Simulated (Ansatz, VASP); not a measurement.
**Two plane-wave programs on Yb**

```xyz
2
Lattice="0.0000 4.2518 4.2518 4.2518 0.0000 4.2518 4.2518 4.2518 0.0000" Properties=species:S:1:pos:R:3 pbc="T T T"
Yb    1.0630    1.0630    1.0630
Yb    7.4407    7.4407    7.4407
```

Alike in both runs: task single point; functional revPBE; k mesh 7 × 7 × 7; occupations fermi-dirac, width 0.1 eV; no spin polarisation.

```csv
,VASP,Ansatz
version,VASP 6.6.1,Ansatz 0.2.0
potentials or method,"VASP PAW PBE potentials, release 64 (Yb), cutoff 520 eV","plane waves (420 eV) with PAW, scalar-relativistic"
valence electrons in the cell,48,48
```

Ansatz gave:

```
pressure (GPa) : 0.5
```

Problem. Estimate VASP's values.

Solution. Pressure (GPa): 0.3.

VASP's potentials were made for PBE, not for revPBE.

Spin-orbit coupling is off throughout.
